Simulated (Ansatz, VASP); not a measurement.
One calculation of Au, two programs

INCAR

```
PREC = Accurate
ENCUT = 520
EDIFF = 1E-6
ISMEAR = 0
SIGMA = 0.15
LREAL = False
LASPH = True
NELM = 80
ALGO = Fast
ISIF = 2
LWAVE = False
LCHARG = False
GGA = PS
NBANDS = 18
```

KPOINTS

```
regular mesh
0
Gamma
  18 18 10
```

POSCAR

```
Au
1.0
    2.8651904506      0.0000000000      0.0000000000
   -1.4325952253      2.4813277169      0.0000000000
    0.0000000000      0.0000000000      4.7905767359
Au
2
Direct
    0.2591794847      0.5183589693      0.7500000000
    0.7408205153      0.4816410307      0.2500000000
```

Input for Ansatz:

```yaml
crystal:
  lattice:
    - [2.8651904506, 0.0, 0.0]
    - [-1.4325952253, 2.4813277169, 0.0]
    - [0.0, 0.0, 4.7905767359]
  atoms:
    - { symbol: Au, position: [0.2591794847, 0.5183589693, 0.75] }
    - { symbol: Au, position: [0.7408205153, 0.4816410307, 0.25] }
basis:
  ecutwfc: 420
kpoints:
  mp_grid: { grid: [18, 18, 10] }
hamiltonian:
  xc: pbesol
scf:
  occupations: { method: gaussian, width: 0.15 }
output:
  forces: true
  stress: true
  eigenvalues: true
```

Change from the starting cell: mode 4 frozen in at +0.000 Å and mode 5 at -0.368 Å (largest displacements).

Alike in both runs: task single point; functional PBEsol; k mesh 18 × 18 × 10; occupations gaussian, width 0.15 eV; no spin polarisation.

|  | VASP | Ansatz |
| --- | --- | --- |
| version | VASP 6.6.1 | Ansatz 0.2.0 |
| potentials or method | VASP PAW PBE potentials, release 64 (Au), cutoff 520 eV | scalar-relativistic, plane waves, PAW |
| valence electrons in the cell | 22 | 38 |

Ansatz gave:

| Item | Value |
| --- | --- |
| gap on the k mesh at the Fermi level (eV) | none |
| pressure (GPa) | 1.6 |
| traceless stress, the component that is largest in VASP (GPa) | -3.21 |
| rms of the force components (eV/Å) | 0.005 |

Q: Which values does VASP return?

A: gap on the k mesh at the Fermi level (eV): none; pressure (GPa): 1.4; traceless stress, the component that is largest in VASP (GPa): -3.18; rms of the force components (eV/Å): 0.005.

VASP's potentials were made for PBE, not for PBEsol. Atom by atom the forces differ by 0.000 eV/Å (rms over components). A gap of «none» marks a metal or a gap that the smearing closes. The functional is the same, so the differences come from potentials, cutoffs and numerics. VASP's potentials hold 22 valence electrons a cell and Ansatz's 38, so a difference there can come from the potentials and not from the codes.

Spin-orbit coupling is off throughout.
